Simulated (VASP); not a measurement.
The system is BN (sol2).

```
B N
1.0
     2.50245    0.00000    0.00000
    -1.25123    2.16719    0.00000
     0.00000    0.00000    4.21030
B N
2 2
Direct
  0.33333 0.66667 0.00007
  0.66667 0.33333 0.50007
  0.33333 0.66667 0.37393
  0.66667 0.33333 0.87393
```

This cell differs from its parent crystal: strained cell.

Base run:

```yaml
Program: VASP 6.6.1
Functional: PBEsol
Potentials_or_basis: VASP PAW PBE potentials, release 64 (B, N)
Cutoff: 520 eV
k_mesh: 9 × 9 × 6
Occupations: gaussian, width 0.02 eV
Spin: no spin polarisation
```

Its results: band gap on the k mesh 4.79 eV, indirect (least direct gap 8.18 eV); pressure 12.5 GPa; largest force 0.010 eV/Å.

Problem. The run is repeated on the same cell with these changes: potentials or basis from VASP PAW PBE potentials, release 64 (B, N) to VASP PAW PBE potentials, release 64 (B_h, N_h); cutoff from 520 eV to 910 eV. What comes out?

Solution. Band gap on the k mesh 4.80 eV, indirect (least direct gap 8.18 eV); pressure 11.6 GPa; largest force 0.004 eV/Å.

Caveats: the PAW data sets were made with another functional, which shifts forces and pressure a little; the cutoff is under 1.25 times the usual one of these potentials, so pressure, stress and relaxed cells hold a basis-set (Pulay) error (some runs).

A k mesh can miss the band edges.
